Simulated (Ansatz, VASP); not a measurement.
**One calculation of Bi, two programs**

The input INCAR:

```
SYSTEM = Bi
PREC     = Accurate       ! precision mode
ENCUT    = 520            ! plane-wave cutoff, eV
EDIFF    = 1E-7           ! SCF threshold, eV
ISMEAR   = -1             ! smearing method
SIGMA    = 0.1            ! smearing width, eV
LREAL    = .FALSE.        ! projectors in reciprocal space
LASPH    = .TRUE.         ! aspherical terms in the spheres
NELM     = 60             ! most SCF steps
ALGO     = Normal         ! electronic algorithm
ISIF     = 2              ! what is computed and relaxed
LWAVE    = .FALSE.        ! write WAVECAR
LCHARG   = .FALSE.        ! write CHGCAR
GGA      = PE             ! functional
NBANDS   = 30             ! bands
```

The input KPOINTS:

```
Automatic mesh
0
G
  7 7 11
  0 0 0
```

POSCAR

```
Bi
1.0
    5.5751679819      0.0000000000      0.0000000000
   -2.7875839910      4.8282371026      0.0000000000
    0.0000000000      0.0000000000      3.2820054211
Bi
3
Direct
    1.0000000000      1.0000000000      0.0000000000
    0.3333333333      0.6666666667      0.5000000000
    0.6666666667      0.3333333333      0.5000000000
```

Input for Ansatz:

```yaml
crystal:
  lattice:
    - [5.5751679819, 0.0, 0.0]
    - [-2.787583991, 4.8282371026, 0.0]
    - [0.0, 0.0, 3.2820054211]
  atoms:
    - { symbol: Bi, position: [1.0, 1.0, 0.0] }
    - { symbol: Bi, position: [0.3333333333, 0.6666666667, 0.5] }
    - { symbol: Bi, position: [0.6666666667, 0.3333333333, 0.5] }
hamiltonian:
  xc: pbe
  pseudopotentials:
    kind: paw
    azcp:
      Bi: "pseudopotentials/Bi.paw.azcp"
basis:
  ecutwfc: 420
  fft_grid_basis: typed
kpoints:
  mp_grid: { grid: [7, 7, 11], shift: [0, 0, 0] }
magnetization:
  spin_polarized: false
scf:
  occupations: { method: fermi_dirac, width: 0.1 }
  lower_state_search: "off"
output:
  stress: true
```

Alike in both runs: task single point; functional PBE; k mesh 7 × 7 × 11; occupations fermi-dirac, width 0.1 eV; no spin polarisation.

|  | VASP | Ansatz |
| --- | --- | --- |
| version | VASP 6.6.1 | Ansatz 0.2.0 |
| potentials or method | VASP PAW PBE potentials, release 64 (Bi_d), cutoff 520 eV | plane waves (420 eV) with PAW, scalar-relativistic |
| valence electrons in the cell | 45 | 45 |

Ansatz gave:

| Item | Value |
| --- | --- |
| pressure (GPa) | 5.2 |
| traceless stress, the component that is largest in VASP (GPa) | 1.17 |

Q: Estimate VASP's values.

A: Pressure (GPa): 5.2; traceless stress, the component that is largest in VASP (GPa): 1.16.

Spin-orbit coupling is off throughout.
